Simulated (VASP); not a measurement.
A run of VASP 6.6.1 is set up as follows.

Contents of INCAR:

```
  ALGO = Normal
  DIPOL = 0.5 0.5 0.408
  EDIFF = 1E-7
  ENCUT = 520
  GGA = PE
  IDIPOL = 3
  ISIF = 2
  ISMEAR = 0
  IVDW = 12
  LASPH = T
  LCHARG = F
  LDIPOL = T
  LREAL = F
  LWAVE = F
  NBANDS = 50
  NELM = 100
  PREC = Accurate
  SIGMA = 0.05
```

KPOINTS

```
k-points
0
Gamma
  7 7 1
```

POSCAR

```
SnO
1.0
    3.8201527101      0.0002954416      0.0000000000
   -0.0003145269      3.8201527086      0.0000000000
    0.0000000000      0.0000000000     22.2260751773
Sn O
4 4
Direct
    0.9999452874      0.9999452874      0.2024648960
    0.4999452874      0.4999452874      0.3087831537
    0.4999452874      0.4999452874      0.5067488299
    0.9999452874      0.9999452874      0.6130670876
    0.9999461031      0.4999461031      0.2556240249
    0.4999461031      0.9999461031      0.2556240249
    0.4999444717      0.9999444717      0.5599079587
    0.9999444717      0.4999444717      0.5599079587
```

Potentials or basis: VASP PAW PBE potentials, release 64 (Sn_d, O).

Launch:

```bash
$ cat potpaw_PBE.64/Sn_d/POTCAR potpaw_PBE.64/O/POTCAR > POTCAR
$ mpirun -np 1 vasp_std > vasp.out
```

(1) Predict the band gap on the k mesh.

(2) Predict the largest force.

(3) Predict the dispersion energy per atom.

## Answers

(1) 2.55 eV (least direct gap 2.59 eV).

(2) 0.087 eV/Å.

(3) -0.153 eV.

Caveat: spin-orbit coupling is left out, which moves the levels of the heavy elements.
